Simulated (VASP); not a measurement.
# TiAl (Pm-3m) in VASP: a series of runs, part 2 of 2

VASP 6.6.1. The steps go on from the part before.

### Step 3. Single point, PBEsol

This run uses another cell than the first one, of 13.74 Å³/atom, 0.875 times its volume.

INCAR

```
  PREC = Accurate
  ENCUT = 520
  EDIFF = 1E-6
  ISMEAR = 0
  SIGMA = 0.1
  LREAL = False
  LASPH = True
  NELM = 100
  ALGO = Fast
  ISIF = 2
  LWAVE = False
  LCHARG = False
  GGA = PS
  NBANDS = 14
```

KPOINTS

```
Automatic mesh
0
Gamma
  14 14 14
```

POSCAR

```
TiAl
1.0
    3.0180000000      0.0000000000      0.0000000000
    0.0000000000      3.0180000000      0.0000000000
    0.0000000000      0.0000000000      3.0180000000
Ti Al
1 1
Direct
    0.5000000000      0.5000000000      0.5000000000
    0.0000000000      0.0000000000      0.0000000000
```

Potentials or basis: VASP PAW PBE potentials, release 64 (Ti_sv, Al).

Started as:

```console
> cat potpaw_PBE.64/Ti_sv/POTCAR potpaw_PBE.64/Al/POTCAR > POTCAR
> mpirun -np 1 vasp_std > vasp.out
```

OUTCAR:

```text
PREC = Accurate
   ENCUT = 520
   EDIFF = 1E-6
   ISMEAR = 0
   LREAL = False
   LASPH = True
   NELM = 100
   ISIF = 2
   GGA = PS

 ion  position               nearest neighbor table
   1  0.500  0.500  0.500-   2 2.61   2 2.61   2 2.61   2 2.61   2 2.61   2 2.61   2 2.61   2 2.61

   2  0.000  0.000  0.000-   1 2.61   1 2.61   1 2.61   1 2.61   1 2.61   1 2.61   1 2.61   1 2.61

  LATTYP: Found a simple cubic cell.
 ALAT       =     3.0180000000

  Lattice vectors:

 A1 = (   3.0180000000,   0.0000000000,   0.0000000000)
 A2 = (   0.0000000000,   3.0180000000,   0.0000000000)
 A3 = (   0.0000000000,   0.0000000000,   3.0180000000)

Analysis of symmetry for initial positions (statically):
=====================================================================
 Subroutine PRICEL returns:
 Original cell was already a primitive cell.

 Routine SETGRP: Setting up the symmetry group for a
 simple cubic supercell.

 Subroutine GETGRP returns: Found 48 space group operations
 (whereof 48 operations were pure point group operations)
 out of a pool of 48 trial point group operations.

The static configuration has the point symmetry O_h .

Analysis of symmetry for dynamics (positions and initial velocities):
=====================================================================
 Subroutine PRICEL returns:
 Original cell was already a primitive cell.

 Routine SETGRP: Setting up the symmetry group for a
 simple cubic supercell.

 Subroutine GETGRP returns: Found 48 space group operations
 (whereof 48 operations were pure point group operations)
 out of a pool of 48 trial point group operations.

The dynamic configuration has the point symmetry O_h .

 Subroutine INISYM returns: Found 48 space group operations
 (whereof 48 operations are pure point group operations),
 and found     1 'primitive' translations

----------------------------------------------------------------------------------------

                                     Primitive cell

  volume of cell :      27.4889

  direct lattice vectors                    reciprocal lattice vectors
     3.018000000  0.000000000  0.000000000     0.331345262  0.000000000  0.000000000
     0.000000000  3.018000000  0.000000000     0.000000000  0.331345262  0.000000000
     0.000000000  0.000000000  3.018000000     0.000000000  0.000000000  0.331345262

  length of vectors
     3.018000000  3.018000000  3.018000000     0.331345262  0.331345262  0.331345262

  position of ions in fractional coordinates (direct lattice)
     0.500000000  0.500000000  0.500000000
     0.000000000  0.000000000  0.000000000

  ion indices of the primitive-cell ions
   primitive index   ion index
                 1           1
                 2           2

----------------------------------------------------------------------------------------

 KPOINTS: Automatic mesh

Automatic generation of k-mesh.
 Grid dimensions read from file:
 generate k-points for:   14   14   14

 Generating k-lattice:

  Cartesian coordinates                     Fractional coordinates (reciprocal lattice)
     0.023667519  0.000000000  0.000000000     0.071428571  0.000000000  0.000000000
     0.000000000  0.023667519  0.000000000     0.000000000  0.071428571  0.000000000
     0.000000000  0.000000000  0.023667519     0.000000000  0.000000000  0.071428571

[... 40 lines left out ...]
   total plane-waves  NPLWV =  13824
   dimension x,y,z NGX =    24 NGY =   24 NGZ =   24
   dimension x,y,z NGXF=    48 NGYF=   48 NGZF=   48
   ions per type =               1   1
   NGX,Y,Z   is equivalent  to a cutoff of  13.22, 13.22, 13.22 a.u.
   NGXF,Y,Z  is equivalent  to a cutoff of  26.44, 26.44, 26.44 a.u.
 SYSTEM =  unknown system
   PREC   = accura    normal or accurate (medium, high low for compatibility)
   ISTART =      0    job   : 0-new  1-cont  2-samecut
   ICHARG =      2    charge: 1-file 2-atom 10-const
   ISPIN  =      1    spin polarized calculation?
   LNONCOLLINEAR =      F non collinear calculations
   LSORBIT =      F    spin-orbit coupling
   LASPH  =      T    aspherical Exc in radial PAW
   ENCUT  =  520.0 eV  38.22 Ry    6.18 a.u.   5.61  5.61  5.61*2*pi/ulx,y,z
   NELM   =    100;   NELMIN=  2; NELMDL= -5     # of ELM steps
   EDIFF  = 0.1E-05   stopping-criterion for ELM
   LREAL  =      F    real-space projection
   EDIFFG = 0.1E-04   stopping-criterion for IOM
   NSW    =      0    number of steps for IOM
   IBRION =     -1    ionic relax: 0-MD 1-quasi-New 2-CG
   NFREE  =      0    steps in history (QN), initial steepest desc. (CG)
   ISIF   =      2    stress and relaxation
   ISYM   =      2    0-nonsym 1-usesym 2-fastsym
   POTIM  = 0.5000    time-step for ionic-motion
   TEBEG  =    0.0;   TEEND  =   0.0 temperature during run
   PSTRESS=    0.0 pullay stress
   NELECT =      15.0000    total number of electrons
   NUPDOWN=      -1.0000    fix difference up-down
   EMIN   =  10.00;   EMAX   =-10.00  energy-range for DOS
   EFERMI =   0.00;   METHOD = LEGACY
   ISMEAR =     0;   SIGMA  =   0.10  broadening in eV -4-tet -1-fermi 0-gaus
   EFERMI_NEDOS =   21; number of points for ismear=-14 and -15
   IALGO  =     68    algorithm
   IMIX   =      4    mixing-type and parameters
     AMIX     =   0.40;   BMIX     =  1.00
     AMIX_MAG =   1.60;   BMIX_MAG =  1.00
  volume/ion in A,a.u.               =      13.74        92.75
  Fermi-wavevector in a.u.,A,eV,Ry     =   1.337784  2.528045 24.349887  1.789666
  Thomas-Fermi vector in A             =   2.466306
   LORBIT       =      0    0 simple, 1 ext, 2 COOP (PROOUT), +10 PAW based schemes
   GGA     = PS    functional components
   LHFCALC =     F    Hartree Fock is set to
   AEXX    =    0.0000 exact exchange contribution
   IVDW    =     0    specifies the selected vdW correction
   LEPSILON=     F    determine dielectric tensor
   LRPA    =     F    only Hartree local field effects (RPA)
 non-spin polarized calculation
 RMM-DIIS sequential band-by-band and
 Gauss-broadening in eV      SIGMA  =   0.10
  energy-cutoff  :      520.00
  volume of cell :       27.49
 maximum number of plane-waves:       756
 NGX is ok and might be reduce to    24
   NGX = 11   NGY = 11   NGZ = 11

 number of electron      14.9999999 magnetization

 Free energy of the ion-electron system (eV)
  ---------------------------------------------------
  ext. energy  EPLUGINS =         0.00000000
  ---------------------------------------------------
  free energy    TOTEN  =       -12.74425432 eV

  energy without entropy =      -12.73390813  energy(sigma->0) =      -12.73908122

 E-fermi :  10.4212     XC(G=0): -11.8856

 val. band max:       10.4121013071   @ k =   0.5000   0.2143   0.2143
 cond. band min:      10.4276565972   @ k =   0.2857   0.2857   0.2143
 fundamental gap:      0.0155552900
 Fermi energy:        10.4212074212

 k-point     1 :       0.0000    0.0000    0.0000
  band No.  band energies     occupation
      1     -45.9213      2.00000
      2     -22.2042      2.00000
      3     -22.2042      2.00000
      4     -22.2042      2.00000
      5       0.4782      2.00000
      6       8.5740      2.00000
      7       8.5740      2.00000
      8      12.5846      0.00000
      9      12.5846      0.00000
     10      12.5846      0.00000
     11      15.6696      0.00000
     12      15.6696      0.00000
     13      15.6696      0.00000
     14      20.2046      0.00000
[... 377 lines left out ...]
      1     -45.8850      2.00000
      2     -22.4378      2.00000
      3     -22.2961      2.00000
      4     -22.1712      2.00000
      5       3.2851      2.00000
      6       7.0075      2.00000
      7       9.0741      2.00000
      8      10.3379      1.76138
      9      11.0470      0.00000
     10      12.0212      0.00000
     11      14.0248      0.00000
     12      16.5331      0.00000
     13      18.6602      0.00000
     14      20.0073      0.00000

 [... further k-points ...]

------------------------ aborting loop because EDIFF is reached ----------------------------------------

  FORCE on cell =-STRESS in cart. coord.  units (eV):
  Direction    XX          YY          ZZ          XY          YZ          ZX
  --------------------------------------------------------------------------------------
  -------------------------------------------------------------------------------------
  Total        3.5498597      3.5498597      3.5498597      0.0000000      0.0000000     -0.0000000
  in kB      206.9017057    206.9017057    206.9017057      0.0000000      0.0000000     -0.0000000
  external PRESSURE =     206.9017057 kB  Pullay stress =       0.0000000 kB

 VOLUME and BASIS-vectors are now :
 -----------------------------------------------------------------------------
  energy-cutoff  :      520.00
  volume of cell :       27.49
      direct lattice vectors                 reciprocal lattice vectors
     3.018000000  0.000000000  0.000000000     0.331345262  0.000000000  0.000000000
     0.000000000  3.018000000  0.000000000     0.000000000  0.331345262  0.000000000
     0.000000000  0.000000000  3.018000000     0.000000000  0.000000000  0.331345262

 POSITION                                       TOTAL-FORCE (eV/Angst)
 -----------------------------------------------------------------------------------
      1.50900      1.50900      1.50900         0.000000      0.000000      0.000000
      0.00000      0.00000      0.00000         0.000000      0.000000      0.000000
 -----------------------------------------------------------------------------------
    total drift:                                0.000000     -0.000000     -0.000000

  FREE ENERGIE OF THE ION-ELECTRON SYSTEM (eV)
  ---------------------------------------------------
  free  energy   TOTEN  =       -12.7442543227 eV

  energy  without entropy=      -12.7339081265  energy(sigma->0) =      -12.73908122
```

OSZICAR:

```text
N       E                     dE             d eps       ncg     rms          rms(c)
DAV:   1     0.110104233822E+03    0.11010E+03   -0.70764E+03  3368   0.111E+03
DAV:   2    -0.476290949688E+01   -0.11487E+03   -0.11062E+03  3468   0.313E+02
DAV:   3    -0.135912181278E+02   -0.88283E+01   -0.85720E+01  5608   0.764E+01
[... 15 lines left out ...]
RMM:  19    -0.127442474480E+02   -0.37522E-05   -0.33307E-05  3766   0.234E-02    0.518E-03
RMM:  20    -0.127442507990E+02   -0.33511E-05   -0.31834E-05  3414   0.177E-02    0.846E-03
RMM:  21    -0.127442523033E+02   -0.15043E-05   -0.13658E-05  3214   0.131E-02    0.559E-03
RMM:  22    -0.127442536098E+02   -0.13065E-05   -0.14719E-05  3187   0.139E-02    0.417E-04
RMM:  23    -0.127442543227E+02   -0.71291E-06   -0.66194E-06  2472   0.918E-03
   1 F= -.12744254E+02 E0= -.12739081E+02  d E =-.103462E-01
```

Run time: 63 s. Hardware: 1 thread of Intel Xeon Platinum 8175M at 2.50GHz (Skylake/Cascade Lake), shared host; peak memory 0.17 GiB.

Results:

```
Free energy : -12.7443 eV
Pressure    : 20.7 GPa
```

Levels at points of the mesh, in eV from the Fermi level:
```tsv
k point	band 5	band 6	band 7	band 8	band 9	band 10
(0.00, 0.00, 0.00)	-9.94	-1.85	-1.85	2.16	2.16	2.16
(0.50, 0.00, 0.00)	-6.18	-5.64	-0.74	0.17	0.17	2.43
(0.50, 0.50, 0.00)	-5.47	-2.08	-2.08	-1.68	0.77	0.77
(0.50, 0.50, 0.50)	-3.61	-3.61	-3.61	1.63	3.42	3.42
```

Caveat: the PAW data sets were made with another functional, which shifts forces and pressure a little.

### Step 4. Single point, PBEsol (volume scaled by 0.88)

INCAR

```
SYSTEM = TiAl
PREC = Accurate ; ENCUT = 520
EDIFF = 1E-6 ; ISMEAR = 0
SIGMA = 0.1 ; LREAL = .FALSE.
LASPH = .TRUE. ; NELM = 100
ALGO = Normal ; ISIF = 2
LWAVE = .FALSE. ; LCHARG = .FALSE.
GGA = PS ; NBANDS = 14
```

KPOINTS

```
regular mesh
0
G
  14 14 14
  0 0 0
```

POSCAR

```
TiAl
1.0
    3.0246273182      0.0000000000      0.0000000000
    0.0000000000      3.0246273182      0.0000000000
    0.0000000000      0.0000000000      3.0246273182
Ti Al
1 1
Direct
    0.5000000000      0.5000000000      0.5000000000
    0.0000000000      0.0000000000      0.0000000000
```

Potentials or basis: VASP PAW PBE potentials, release 64 (Ti_sv, Al).

Started as:

```console
> cat potpaw_PBE.64/Ti_sv/POTCAR potpaw_PBE.64/Al/POTCAR > POTCAR
> mpirun -np 1 vasp_std > vasp.out
```

OUTCAR:

```text
SYSTEM = TiAl
   PREC = Accurate
   ENCUT = 520
   EDIFF = 1E-6
   ISMEAR = 0
   LREAL = .FALSE.
   LASPH = .TRUE.
   NELM = 100
   ISIF = 2
   GGA = PS

 ion  position               nearest neighbor table
   1  0.500  0.500  0.500-   2 2.62   2 2.62   2 2.62   2 2.62   2 2.62   2 2.62   2 2.62   2 2.62

   2  0.000  0.000  0.000-   1 2.62   1 2.62   1 2.62   1 2.62   1 2.62   1 2.62   1 2.62   1 2.62

  LATTYP: Found a simple cubic cell.
 ALAT       =     3.0246273182

  Lattice vectors:

 A1 = (   3.0246273182,   0.0000000000,   0.0000000000)
[... 596 lines left out ...]

  FORCE on cell =-STRESS in cart. coord.  units (eV):
  Direction    XX          YY          ZZ          XY          YZ          ZX
  --------------------------------------------------------------------------------------
  -------------------------------------------------------------------------------------
  Total        3.3488527      3.3488527      3.3488527     -0.0000000     -0.0000000     -0.0000000
  in kB      193.9058947    193.9058947    193.9058947     -0.0000000     -0.0000000     -0.0000000
  external PRESSURE =     193.9058947 kB  Pullay stress =       0.0000000 kB

 VOLUME and BASIS-vectors are now :
 -----------------------------------------------------------------------------
  energy-cutoff  :      520.00
  volume of cell :       27.67
      direct lattice vectors                 reciprocal lattice vectors
     3.024627318  0.000000000  0.000000000     0.330619245  0.000000000  0.000000000
     0.000000000  3.024627318  0.000000000     0.000000000  0.330619245  0.000000000
     0.000000000  0.000000000  3.024627318     0.000000000  0.000000000  0.330619245

 POSITION                                       TOTAL-FORCE (eV/Angst)
 -----------------------------------------------------------------------------------
      1.51231      1.51231      1.51231         0.000000      0.000000      0.000000
      0.00000      0.00000      0.00000         0.000000      0.000000      0.000000
 -----------------------------------------------------------------------------------
    total drift:                                0.000000     -0.000000     -0.000000

  FREE ENERGIE OF THE ION-ELECTRON SYSTEM (eV)
  ---------------------------------------------------
  free  energy   TOTEN  =       -12.7670404615 eV

  energy  without entropy=      -12.7565905838  energy(sigma->0) =      -12.76181552
```

OSZICAR:

```text
N       E                     dE             d eps       ncg     rms          rms(c)
DAV:   1     0.114161640601E+03    0.11416E+03   -0.71747E+03  3404   0.111E+03
DAV:   2    -0.471376206252E+01   -0.11888E+03   -0.11425E+03  3420   0.318E+02
DAV:   3    -0.136618832373E+02   -0.89481E+01   -0.86684E+01  5700   0.773E+01
DAV:   4    -0.142837971262E+02   -0.62191E+00   -0.62120E+00  3786   0.153E+01
DAV:   5    -0.143016536517E+02   -0.17857E-01   -0.17854E-01  4704   0.265E+00    0.120E+01
DAV:   6    -0.127865238026E+02    0.15151E+01   -0.42504E+00  3848   0.299E+01    0.300E+00
DAV:   7    -0.127705824744E+02    0.15941E-01   -0.21765E-01  3876   0.598E+00    0.215E+00
DAV:   8    -0.127672573452E+02    0.33251E-02   -0.46809E-02  4792   0.182E+00    0.467E-01
DAV:   9    -0.127669148401E+02    0.34251E-03   -0.46498E-03  4056   0.897E-01    0.182E-01
DAV:  10    -0.127670468647E+02   -0.13202E-03   -0.73510E-04  3732   0.354E-01    0.435E-02
DAV:  11    -0.127670403954E+02    0.64692E-05   -0.53769E-05  4086   0.728E-02    0.136E-02
DAV:  12    -0.127670404615E+02   -0.66067E-07   -0.77703E-06  3988   0.358E-02
   1 F= -.12767040E+02 E0= -.12761816E+02  d E =-.104499E-01
```

stdout:

```text
POSCAR found type information on POSCAR TiAl
 POSCAR found :  2 types and       2 ions
 scaLAPACK will be used
 -----------------------------------------------------------------------------
|                                                                             |
|                                                                             |
|     You enforced a specific xc type in the INCAR file but a different       |
|     I HOPE YOU KNOW WHAT YOU ARE DOING!                                     |
|                                                                             |
 -----------------------------------------------------------------------------

 LDA part: xc-table for (Slater+PW92), standard interpolation
 POSCAR, INCAR and KPOINTS ok, starting setup
 FFT: planning ... GRIDC
 FFT: planning ... GRID_SOFT
 FFT: planning ... GRID
 WAVECAR not read
 entering main loop
```

Run time: 32 s. Hardware: 1 thread of Intel Xeon Platinum 8175M at 2.50GHz (Skylake/Cascade Lake), shared host; peak memory 0.17 GiB.

Results:

| Quantity | Value |
| --- | --- |
| Free energy | -12.7670 eV |
| Pressure | 19.4 GPa |

Caveat: the cell differs from its parent crystal (volume scaled by 0.88); the PAW data sets were made with another functional, which shifts forces and pressure a little.

### Step 5. Single point, PBEsol (volume scaled by 0.91)

INCAR

```
SYSTEM = TiAl
ALGO     = Normal         ! electronic algorithm
EDIFF    = 1E-6           ! SCF threshold, eV
ENCUT    = 520            ! plane-wave cutoff, eV
GGA      = PS             ! functional
ISIF     = 2              ! what is computed and relaxed
ISMEAR   = 0              ! smearing method
LASPH    = .True.         ! aspherical terms in the spheres
LCHARG   = .True.         ! write CHGCAR
LELF     = .True.         ! ELF
LREAL    = .False.        ! projectors in reciprocal space
LVHAR    = .True.       
LWAVE    = .False.        ! write WAVECAR
NBANDS   = 14             ! bands
NELM     = 80             ! most SCF steps
PREC     = Accurate       ! precision mode
SIGMA    = 0.1            ! smearing width, eV
```

KPOINTS

```
k-points
0
Gamma
  14 14 14
  0 0 0
```

POSCAR

```
TiAl
1.0
    3.0586147395      0.0000000000      0.0000000000
    0.0000000000      3.0586147395      0.0000000000
    0.0000000000      0.0000000000      3.0586147395
Ti Al
1 1
Direct
    0.5000000000      0.5000000000      0.5000000000
    0.0000000000      0.0000000000      0.0000000000
```

Started as:

```console
> cat potpaw_PBE.64/Ti_sv/POTCAR potpaw_PBE.64/Al/POTCAR > POTCAR
> mpirun -np 1 vasp_std > vasp.out
```

Wall time 33 s (1 thread of Intel Xeon Platinum 8175M at 2.50GHz (Skylake/Cascade Lake), shared host); peak memory 0.17 GiB.

Results (log left out):

* Free energy: -12.8637 eV
* Pressure: 13.4 GPa

Levels at points of the mesh, in eV from the Fermi level:
```csv
k point,band 3,band 4,band 5,band 6,band 7,band 8,band 9,band 10,band 11,band 12
"(0.00, 0.00, 0.00)",-32.72,-32.72,-9.77,-1.73,-1.73,2.06,2.06,2.06,5.01,5.01
"(0.50, 0.00, 0.00)",-32.69,-32.69,-6.15,-5.53,-0.68,0.16,0.16,2.31,3.53,6.64
"(0.50, 0.50, 0.00)",-32.94,-32.67,-5.34,-2.10,-2.10,-1.63,0.75,0.75,3.21,5.47
"(0.50, 0.50, 0.50)",-32.91,-32.91,-3.47,-3.47,-3.47,1.36,3.27,3.27,3.27,3.29
```

Caveat: the cell differs from its parent crystal (volume scaled by 0.91); the PAW data sets were made with another functional, which shifts forces and pressure a little.

### Step 6. The runs side by side

```csv
task,cell,cutoff (eV),gap on the mesh (eV),pressure (GPa)
relaxation of cell and atoms,"relaxed from a = 3.155 Å, 2 atoms",600,none,0.0
single point,"a = 3.018 Å, 2 atoms",520,none,20.7
single point,"a = 3.025 Å, 2 atoms",520,none,19.4
single point,"a = 3.059 Å, 2 atoms",520,none,13.4
```

Alike in all rows: level PBEsol; potentials or basis VASP PAW PBE potentials, release 64 (Ti_sv, Al); no spin polarisation; k mesh 14 × 14 × 14; smearing gaussian 0.1 eV.

Caveats: the PAW data sets were made with another functional, which shifts forces and pressure a little.

Total energies depend on the potentials used, so only differences within one code and one set of settings carry meaning.
